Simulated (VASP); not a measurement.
# Mg2B3 (P6/mmm) in VASP: a series of runs

The runs below take Mg2B3 through single point, relaxation of cell and atoms, with PBE.

Everything below comes from runs of VASP 6.6.1. Logs are shortened: lines on timing, memory, paths and dates and some standing lists are left out, and cuts for length are marked.

## (1) The cell of the first run

The structure is hexagonal, space group P6/mmm (No. 191). Conventional cell: a = 3.913 Å, b = 3.913 Å, c = 5.312 Å, α = 90.00°, β = 90.00°, γ = 120.00°. Mg (site symmetry -6m2) has 3 Mg at 2.26 Å and 6 B at 2.51 Å within 3.0 Å. Within 2.1 Å of B (site symmetry 6mm) lie 1 B at 1.57 Å. B (site symmetry 6/mmm) has 2 B at 1.57 Å within 2.1 Å.

## (2) Single point, PBE

The input, INCAR:

```
PREC = Accurate
ENCUT = 520
EDIFF = 1E-7
ISMEAR = 0
SIGMA = 0.1
LREAL = False
LASPH = True
NELM = 100
ALGO = Normal
ISIF = 2
LWAVE = False
LCHARG = True
GGA = PE
LELF = True
LVHAR = True
NBANDS = 14
```

The input, KPOINTS:

```
regular mesh
0
Gamma
  6 6 4
```

The input, POSCAR:

```
Mg2B3
1.0
    3.9130684300      0.0000000000      0.0000000000
   -1.9565342200      3.3888166700      0.0000000000
    0.0000000000      0.0000000000      5.3116199300
Mg B
2 3
Direct
    0.3333333300      0.6666666700      0.5000000000
    0.6666666700      0.3333333300      0.5000000000
    0.0000000000      0.0000000000      0.7048169300
    0.0000000000      0.0000000000      0.2951830700
    0.0000000000      0.0000000000      0.0000000000
```

Potentials or basis: VASP PAW PBE potentials, release 64 (Mg, B).

Run with:

```sh
cat potpaw_PBE.64/Mg/POTCAR potpaw_PBE.64/B/POTCAR > POTCAR
mpirun -np 1 vasp_std > vasp.out
```

OUTCAR:

```text
PREC = Accurate
   ENCUT = 520
   EDIFF = 1E-7
   ISMEAR = 0
   LREAL = False
   LASPH = True
   NELM = 100
   ISIF = 2
   GGA = PE

 ion  position               nearest neighbor table
   1  0.333  0.667  0.500-   2 2.26   2 2.26   2 2.26   4 2.51   3 2.51   4 2.51   3 2.51   4 2.51
                             3 2.51
   2  0.667  0.333  0.500-   1 2.26   1 2.26   1 2.26   4 2.51   3 2.51   3 2.51   4 2.51   3 2.51
                             4 2.51
   3  0.000  0.000  0.705-   5 1.57   2 2.51   1 2.51   2 2.51   1 2.51   2 2.51   1 2.51
   4  0.000  0.000  0.295-   5 1.57   2 2.51   1 2.51   2 2.51   1 2.51   2 2.51   1 2.51
   5  0.000  0.000  0.000-   3 1.57   4 1.57

  LATTYP: Found a hexagonal cell.
 ALAT       =     3.9130684300
 C/A-ratio  =     1.3574053265

  Lattice vectors:

 A1 = (   3.9130684300,   0.0000000000,   0.0000000000)
 A2 = (  -1.9565342200,   3.3888166700,   0.0000000000)
 A3 = (   0.0000000000,   0.0000000000,   5.3116199300)

Analysis of symmetry for initial positions (statically):
=====================================================================
 Subroutine PRICEL returns:
 Original cell was already a primitive cell.

 Routine SETGRP: Setting up the symmetry group for a
 hexagonal supercell.

 Subroutine GETGRP returns: Found 24 space group operations
 (whereof 24 operations were pure point group operations)
 out of a pool of 24 trial point group operations.

The static configuration has the point symmetry D_6h.

Analysis of symmetry for dynamics (positions and initial velocities):
=====================================================================
 Subroutine PRICEL returns:
 Original cell was already a primitive cell.

 Routine SETGRP: Setting up the symmetry group for a
 hexagonal supercell.

 Subroutine GETGRP returns: Found 24 space group operations
 (whereof 24 operations were pure point group operations)
 out of a pool of 24 trial point group operations.

The dynamic configuration has the point symmetry D_6h.

 Subroutine INISYM returns: Found 24 space group operations
 (whereof 24 operations are pure point group operations),
 and found     1 'primitive' translations

----------------------------------------------------------------------------------------

                                     Primitive cell

  volume of cell :      70.4356

  direct lattice vectors                    reciprocal lattice vectors
     3.913068430  0.000000000  0.000000000     0.255553926  0.147544128  0.000000000
    -1.956534220  3.388816670  0.000000000     0.000000000  0.295088256  0.000000000
     0.000000000  0.000000000  5.311619930     0.000000000  0.000000000  0.188266482

  length of vectors
     3.913068430  3.913068435  5.311619930     0.295088256  0.295088256  0.188266482

  position of ions in fractional coordinates (direct lattice)
     0.333333330  0.666666670  0.500000000
     0.666666670  0.333333330  0.500000000
     0.000000000  0.000000000  0.704816930
     0.000000000  0.000000000  0.295183070
     0.000000000  0.000000000  0.000000000

  ion indices of the primitive-cell ions
   primitive index   ion index
                 1           1
                 2           2
                 3           3
                 4           4
                 5           5

----------------------------------------------------------------------------------------

 KPOINTS: regular mesh

Automatic generation of k-mesh.
 Grid dimensions read from file:
 generate k-points for:    6    6    4

 Generating k-lattice:

  Cartesian coordinates                     Fractional coordinates (reciprocal lattice)
     0.042592321  0.024590688  0.000000000     0.166666667  0.000000000  0.000000000
     0.000000000  0.049181376  0.000000000     0.000000000  0.166666667  0.000000000
     0.000000000  0.000000000  0.047066621     0.000000000  0.000000000  0.250000000

  Length of vectors
     0.049181376  0.049181376  0.047066621

  Shift w.r.t. Gamma in fractional coordinates (k-lattice)
     0.000000000  0.000000000  0.000000000

 Subroutine IBZKPT returns following result:
 ===========================================

 Found     21 irreducible k-points:

 Following reciprocal coordinates:
            Coordinates               Weight
  0.000000  0.000000  0.000000      1.000000
  0.166667  0.000000  0.000000      6.000000
  0.333333 -0.000000  0.000000      6.000000
  0.500000  0.000000  0.000000      3.000000
  0.166667  0.166667  0.000000      6.000000
  0.333333  0.166667  0.000000     12.000000
[... 13 lines left out ...]
  0.333333  0.166667  0.500000     12.000000
  0.333333  0.333333  0.500000      2.000000
   k-points           NKPTS =     21   k-points in BZ     NKDIM =     21   number of bands    NBANDS=     14
   number of dos      NEDOS =    301   number of ions     NIONS =      5
   total plane-waves  NPLWV =  36000
   dimension x,y,z NGX =    30 NGY =   30 NGZ =   40
   dimension x,y,z NGXF=    60 NGYF=   60 NGZF=   80
   ions per type =               2   3
   NGX,Y,Z   is equivalent  to a cutoff of  12.75, 12.75, 12.52 a.u.
   NGXF,Y,Z  is equivalent  to a cutoff of  25.49, 25.49, 25.04 a.u.
 SYSTEM =  unknown system
   PREC   = accura    normal or accurate (medium, high low for compatibility)
   ISTART =      0    job   : 0-new  1-cont  2-samecut
   ICHARG =      2    charge: 1-file 2-atom 10-const
   ISPIN  =      1    spin polarized calculation?
   LNONCOLLINEAR =      F non collinear calculations
   LSORBIT =      F    spin-orbit coupling
   LASPH  =      T    aspherical Exc in radial PAW
   ENCUT  =  520.0 eV  38.22 Ry    6.18 a.u.   7.28  7.28  9.88*2*pi/ulx,y,z
   NELM   =    100;   NELMIN=  2; NELMDL= -5     # of ELM steps
   EDIFF  = 0.1E-06   stopping-criterion for ELM
   LREAL  =      F    real-space projection
   EDIFFG = 0.1E-05   stopping-criterion for IOM
   NSW    =      0    number of steps for IOM
   IBRION =     -1    ionic relax: 0-MD 1-quasi-New 2-CG
   NFREE  =      0    steps in history (QN), initial steepest desc. (CG)
   ISIF   =      2    stress and relaxation
   ISYM   =      2    0-nonsym 1-usesym 2-fastsym
   POTIM  = 0.5000    time-step for ionic-motion
   TEBEG  =    0.0;   TEEND  =   0.0 temperature during run
   PSTRESS=    0.0 pullay stress
   NELECT =      13.0000    total number of electrons
   NUPDOWN=      -1.0000    fix difference up-down
   EMIN   =  10.00;   EMAX   =-10.00  energy-range for DOS
   EFERMI =   0.00;   METHOD = LEGACY
   ISMEAR =     0;   SIGMA  =   0.10  broadening in eV -4-tet -1-fermi 0-gaus
   EFERMI_NEDOS =   21; number of points for ismear=-14 and -15
   IALGO  =     38    algorithm
   IMIX   =      4    mixing-type and parameters
     AMIX     =   0.40;   BMIX     =  1.00
     AMIX_MAG =   1.60;   BMIX_MAG =  1.00
  volume/ion in A,a.u.               =      14.09        95.06
  Fermi-wavevector in a.u.,A,eV,Ry     =   0.932091  1.761397 11.820662  0.868794
  Thomas-Fermi vector in A             =   2.058653
   LORBIT       =      0    0 simple, 1 ext, 2 COOP (PROOUT), +10 PAW based schemes
   GGA     = PE    functional components
   LHFCALC =     F    Hartree Fock is set to
   AEXX    =    0.0000 exact exchange contribution
   IVDW    =     0    specifies the selected vdW correction
   LEPSILON=     F    determine dielectric tensor
   LRPA    =     F    only Hartree local field effects (RPA)
 non-spin polarized calculation
 Gauss-broadening in eV      SIGMA  =   0.10
  energy-cutoff  :      520.00
  volume of cell :       70.44
 maximum number of plane-waves:      1921
 NGX is ok and might be reduce to    30
   NGX = 15   NGY = 15   NGZ = 19

 number of electron      13.0000000 magnetization

 Free energy of the ion-electron system (eV)
  ---------------------------------------------------
  ext. energy  EPLUGINS =         0.00000000
  ---------------------------------------------------
  free energy    TOTEN  =       -17.28910630 eV

  energy without entropy =      -17.28385047  energy(sigma->0) =      -17.28647838

 E-fermi :   3.0894     XC(G=0):  -9.2183

 val. band max:        3.0741268429   @ k =   0.5000   0.0000   0.2500
 cond. band min:       3.2493998954   @ k =   0.3333  -0.0000   0.2500
 fundamental gap:      0.1752730524
 Fermi energy:         3.0893799091

 k-point     1 :       0.0000    0.0000    0.0000
  band No.  band energies     occupation
      1      -7.8449      2.00000
      2      -3.8883      2.00000
      3      -3.7003      2.00000
      4       1.1461      2.00000
      5       1.1461      2.00000
      6       4.1578      0.00000
      7       5.1974      0.00000
      8       5.3137      0.00000
      9       5.3137      0.00000
     10       6.6949      0.00000
     11       6.6949      0.00000
     12       6.8098      0.00000
     13       6.8098      0.00000
     14       9.7606      0.00000

 k-point     2 :       0.1667    0.0000    0.0000
  band No.  band energies     occupation
      1      -7.5981      2.00000
      2      -3.7332      2.00000
      3      -3.5599      2.00000
      4      -0.0404      2.00000
      5       0.8775      2.00000
      6       3.4864      0.00000
      7       5.0325      0.00000
      8       5.4283      0.00000
      9       5.4724      0.00000
     10       5.6710      0.00000
     11       6.4019      0.00000
     12       7.3182      0.00000
     13       7.8045      0.00000
     14      10.7684      0.00000

 k-point     3 :       0.3333   -0.0000    0.0000
  band No.  band energies     occupation
      1      -6.9715      2.00000
      2      -3.3714      2.00000
      3      -3.2378      2.00000
      4      -1.8360      2.00000
      5       0.4452      2.00000
      6       2.3798      2.00000
      7       4.2305      0.00000
      8       4.5706      0.00000
      9       4.8721      0.00000
     10       5.4519      0.00000
     11       6.1135      0.00000
     12       9.6517      0.00000
     13       9.9190      0.00000
     14      10.3030      0.00000

 k-point     4 :       0.5000    0.0000    0.0000
  band No.  band energies     occupation
      1      -6.5290      2.00000
      2      -3.1530      2.00000
      3      -2.9585      2.00000
      4      -2.8151      2.00000
      5       0.2634      2.00000
      6       1.8530      2.00000
      7       3.6915      0.00000
      8       4.3738      0.00000
      9       4.5223      0.00000
     10       5.4297      0.00000
     11       5.9888      0.00000
     12      10.0647      0.00000
     13      11.2037      0.00000
     14      11.3155      0.00000

 k-point     5 :       0.1667    0.1667    0.0000
  band No.  band energies     occupation
      1      -7.1555      2.00000
      2      -3.4712      2.00000
      3      -3.3260      2.00000
      4      -1.1848      2.00000
      5       0.1165      2.00000
      6       2.7574      2.00000
      7       4.3443      0.00000
      8       4.6620      0.00000
      9       5.5268      0.00000
     10       5.6240      0.00000
     11       6.8435      0.00000
[... 225 lines left out ...]
 k-point    19 :       0.1667    0.1667    0.5000
  band No.  band energies     occupation
      1      -6.5599      2.00000
      2      -5.6651      2.00000
      3      -1.0166      2.00000
      4      -0.4969      2.00000
      5       0.7718      2.00000
      6       0.8047      2.00000
      7       2.0448      2.00000
      8       3.8250      0.00000
      9       6.8417      0.00000
     10       7.0912      0.00000
     11       8.6124      0.00000
     12       8.8748      0.00000
     13       9.6454      0.00000
     14      10.0148      0.00000

 k-point    20 :       0.3333    0.1667    0.5000
  band No.  band energies     occupation
      1      -5.9022      2.00000
      2      -5.3248      2.00000
      3      -1.8537      2.00000
      4      -0.7488      2.00000
      5       0.0281      2.00000
      6       0.0364      2.00000
      7       1.4699      2.00000
      8       4.2696      0.00000
      9       6.4590      0.00000
     10       7.8155      0.00000
     11       8.5582      0.00000
     12       9.4086      0.00000
     13       9.4336      0.00000
     14      10.5534      0.00000

 k-point    21 :       0.3333    0.3333    0.5000
  band No.  band energies     occupation
      1      -5.6413      2.00000
      2      -5.2021      2.00000
      3      -1.3805      2.00000
      4      -1.3805      2.00000
      5      -0.7106      2.00000
      6       0.4515      2.00000
      7       0.4515      2.00000
      8       4.5020      0.00000
      9       8.0355      0.00000
     10       8.0355      0.00000
     11       9.0831      0.00000
     12       9.0831      0.00000
     13       9.4902      0.00000
     14      10.8514      0.00000

------------------------ aborting loop because EDIFF is reached ----------------------------------------

  FORCE on cell =-STRESS in cart. coord.  units (eV):
  Direction    XX          YY          ZZ          XY          YZ          ZX
  --------------------------------------------------------------------------------------
  -------------------------------------------------------------------------------------
  Total        9.6790213      9.6790213    -11.1712856     -0.0000000     -0.0000000      0.0000000
  in kB      220.1656289    220.1656292   -254.1096916     -0.0000003     -0.0000000      0.0000000
  external PRESSURE =      62.0738555 kB  Pullay stress =       0.0000000 kB

 VOLUME and BASIS-vectors are now :
 -----------------------------------------------------------------------------
  energy-cutoff  :      520.00
  volume of cell :       70.44
      direct lattice vectors                 reciprocal lattice vectors
     3.913068430  0.000000000  0.000000000     0.255553926  0.147544128  0.000000000
    -1.956534220  3.388816670  0.000000000     0.000000000  0.295088256  0.000000000
     0.000000000  0.000000000  5.311619930     0.000000000  0.000000000  0.188266482

 POSITION                                       TOTAL-FORCE (eV/Angst)
 -----------------------------------------------------------------------------------
     -0.00000      2.25921      2.65581        -0.000000      0.000000     -0.000000
      1.95653      1.12961      2.65581         0.000000     -0.000000     -0.000000
      0.00000      0.00000      3.74372        -0.000000     -0.000000     -2.985069
      0.00000      0.00000      1.56790        -0.000000      0.000000      2.985069
      0.00000      0.00000      0.00000        -0.000000     -0.000000     -0.000000
 -----------------------------------------------------------------------------------
    total drift:                                0.000000     -0.000000      0.000000

  FREE ENERGIE OF THE ION-ELECTRON SYSTEM (eV)
  ---------------------------------------------------
  free  energy   TOTEN  =       -17.2891063006 eV

  energy  without entropy=      -17.2838504664  energy(sigma->0) =      -17.28647838
```

It took 20 s on 1 thread of Intel Xeon 6975P-C, shared host; peak memory 0.19 GiB.

Results:

* Free energy: -17.2891 eV
* Pressure: 6.2 GPa
* Largest force: 2.985 eV/Å

Forces in eV/Å, atoms in the order of the input:
```
Mg   0.000  0.000  0.000
Mg   0.000  0.000  0.000
B    0.000  0.000 -2.985
B    0.000  0.000  2.985
B    0.000  0.000  0.000
```

Levels at points of the mesh, in eV from the Fermi level:
| k point | band 5 | band 6 | band 7 | band 8 | band 9 | band 10 |
| --- | --- | --- | --- | --- | --- | --- |
| (0.00, 0.00, 0.00) | -1.94 | 1.07 | 2.11 | 2.22 | 2.22 | 3.61 |
| (0.50, 0.00, 0.00) | -2.83 | -1.24 | 0.60 | 1.28 | 1.43 | 2.34 |
| (0.00, 0.00, 0.50) | -1.08 | -0.30 | -0.30 | -0.28 | 2.43 | 3.76 |
| (0.50, 0.00, 0.50) | -3.36 | -2.09 | -1.02 | 1.05 | 1.74 | 4.47 |

Caveat: forces of over 1 eV/Å act on the atoms, so gaps and moduli don't describe the material at rest.

## (3) Single point, PBE

This run uses another cell than the first one, of 16.83 Å³/atom, 1.195 times its volume.

The input, INCAR:

```
ALGO = Normal ; EDIFF = 1E-6
ENCUT = 520 ; GGA = PE
ISIF = 2 ; ISMEAR = 0
LASPH = True ; LCHARG = False
LREAL = False ; LWAVE = False
NBANDS = 14 ; NELM = 80
PREC = Accurate ; SIGMA = 0.1
```

The input, KPOINTS:

```
k-points
0
Gamma
  6 6 4
```

The input, POSCAR:

```
Mg2B3
1.0
    4.5525052658      0.0000000034      0.0000000000
   -2.2762526358      3.9425852094      0.0000000000
    0.0000000000      0.0000000000      4.6897354927
Mg B
2 3
Direct
    0.3333333333      0.6666666667      0.5000000000
    0.6666666667      0.3333333333      0.5000000000
    0.0000000000      0.0000000000      0.6689309440
    0.0000000000      0.0000000000      0.3310690560
    0.0000000000      0.0000000000      0.0000000000
```

Potentials or basis: VASP PAW PBE potentials, release 64 (Mg, B).

Run with:

```sh
cat potpaw_PBE.64/Mg/POTCAR potpaw_PBE.64/B/POTCAR > POTCAR
mpirun -np 1 vasp_std > vasp.out
```

OUTCAR:

```text
EDIFF = 1E-6
   ENCUT = 520
   GGA = PE
   ISIF = 2
   ISMEAR = 0
   LASPH = True
   LREAL = False
   NELM = 80
   PREC = Accurate

 ion  position               nearest neighbor table
   1  0.333  0.667  0.500-   2 2.63   2 2.63   2 2.63   4 2.75   3 2.75   4 2.75   3 2.75   4 2.75
                             3 2.75
   2  0.667  0.333  0.500-   1 2.63   1 2.63   1 2.63   4 2.75   3 2.75   3 2.75   4 2.75   3 2.75
                             4 2.75
   3  0.000  0.000  0.669-   5 1.55   4 1.58   1 2.75   2 2.75   2 2.75   1 2.75   2 2.75   1 2.75

[... 560 lines left out ...]
  -------------------------------------------------------------------------------------
  Total       -0.0022846     -0.0022846     -0.0072617     -0.0000000     -0.0000000      0.0000000
  in kB       -0.0434845     -0.0434845     -0.1382196     -0.0000000     -0.0000000      0.0000000
  external PRESSURE =      -0.0750629 kB  Pullay stress =       0.0000000 kB

 VOLUME and BASIS-vectors are now :
 -----------------------------------------------------------------------------
  energy-cutoff  :      520.00
  volume of cell :       84.17
      direct lattice vectors                 reciprocal lattice vectors
     4.552505266  0.000000003  0.000000000     0.219659274  0.126820341  0.000000000
    -2.276252636  3.942585209  0.000000000    -0.000000000  0.253640682  0.000000000
     0.000000000  0.000000000  4.689735493     0.000000000  0.000000000  0.213231642

 POSITION                                       TOTAL-FORCE (eV/Angst)
 -----------------------------------------------------------------------------------
     -0.00000      2.62839      2.34487         0.000000     -0.000000     -0.000000
      2.27625      1.31420      2.34487        -0.000000      0.000000      0.000000
      0.00000      0.00000      3.13711        -0.000000      0.000000      0.000545
      0.00000      0.00000      1.55263        -0.000000      0.000000     -0.000545
      0.00000      0.00000      0.00000         0.000000     -0.000000      0.000000
 -----------------------------------------------------------------------------------
    total drift:                                0.000000     -0.000000     -0.000000

  FREE ENERGIE OF THE ION-ELECTRON SYSTEM (eV)
  ---------------------------------------------------
  free  energy   TOTEN  =       -19.9515584036 eV

  energy  without entropy=      -19.9441168448  energy(sigma->0) =      -19.94783762
```

stdout:

```text
POSCAR found type information on POSCAR MgB
 POSCAR found :  2 types and       5 ions
 scaLAPACK will be used
 LDA part: xc-table for (Slater+PW92), standard interpolation
 POSCAR, INCAR and KPOINTS ok, starting setup
 FFT: planning ... GRIDC
 FFT: planning ... GRID_SOFT
 FFT: planning ... GRID
 WAVECAR not read
 entering main loop
```

Wall time 17 s (1 thread of Intel Xeon 6975P-C, shared host); peak memory 0.2 GiB.

Results:

```
Free energy : -19.9516 eV
Pressure    : 0.0 GPa
```

Levels at points of the mesh, in eV from the Fermi level:
```csv
k point,band 4,band 5,band 6,band 7,band 8,band 9,band 10,band 11
"(0.00, 0.00, 0.00)",-3.18,-3.18,-1.42,1.73,1.73,2.92,3.34,3.34
"(0.50, 0.00, 0.00)",-5.79,-3.78,-0.59,0.77,1.62,2.71,3.03,3.71
"(0.00, 0.00, 0.50)",-2.26,-2.26,-0.91,-0.53,-0.53,1.11,2.11,2.11
"(0.50, 0.00, 0.50)",-3.70,-2.93,-2.65,-0.98,-0.02,2.60,4.64,5.44
```

[end of part 1 of 3]
